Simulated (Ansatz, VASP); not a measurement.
# One calculation of HfN, two programs

INCAR

```
SYSTEM = HfN
PREC = Accurate
ENCUT = 520
EDIFF = 1E-8
ISMEAR = -1
SIGMA = 0.03
LREAL = .False.
LASPH = .True.
NELM = 100
ALGO = Normal
ISIF = 2
LWAVE = .False.
LCHARG = .False.
GGA = CA
LEFG = .True.
NBANDS = 14
```

File KPOINTS:

```
regular mesh
0
Gamma
  10 10 10
  0 0 0
```

Contents of POSCAR:

```
HfN
1.0
   -0.0451800000      2.2364100000      2.2364100000
    2.2364100000     -0.0451800000      2.2364100000
    2.2364100000      2.2364100000     -0.0451800000
Hf N
1 1
Direct
    0.0000000000      0.0000000000      0.0000000000
    0.5000000000      0.5000000000      0.5000000000
```

Input for Ansatz:

```yaml
crystal:
  lattice:
    - [-0.04518, 2.23641, 2.23641]
    - [2.23641, -0.04518, 2.23641]
    - [2.23641, 2.23641, -0.04518]
  atoms:
    - { symbol: Hf, position: [0.0, 0.0, 0.0] }
    - { symbol: "N", position: [0.5, 0.5, 0.5] }
kpoints:
  mp_grid: { grid: [10, 10, 10] }
scf:
  occupations: { method: fermi_dirac, width: 0.03 }
hamiltonian:
  xc: lda
  pseudopotentials: { kind: paw }
output:
  forces: true
  stress: true
  eigenvalues: true
  efg: { contact_densities: true }
```

Change from the starting cell: equal xy, yz and zx shear strains of -2 %, PAW files.

Alike in both runs: task electric field gradients; functional LDA; k mesh 10 × 10 × 10; occupations fermi-dirac, width 0.03 eV; no spin polarisation.

|  | VASP | Ansatz |
| --- | --- | --- |
| version | VASP 6.6.1 | Ansatz 0.2.0 |
| potentials or method | VASP PAW LDA potentials, release 64 (Hf_pv, N) | PAW with Ansatz's default frozen-core files, scalar-relativistic |
| plane-wave cutoff (eV) | 520 | 420 |
| valence electrons in the cell | 15 | 31 |

VASP gave:

```
pressure (GPa)                                                : -10.5
traceless stress, the component that is largest in VASP (GPa) : 2.35
size of Vzz on the site where it differs most (V/Å²)          : 14.3
```

Task: What did Ansatz give for the same quantities?

Result: Pressure (GPa): -9.3; traceless stress, the component that is largest in VASP (GPa): 2.32; size of Vzz on the site where it differs most (V/Å²): 15.9.

LDA's correlation is that of Perdew and Zunger in VASP and of Perdew and Wang (1992) in Ansatz. VASP's potentials hold 15 valence electrons a cell and Ansatz's 31, so a difference there can come from the potentials and not from the codes.

Spin-orbit coupling is off throughout.
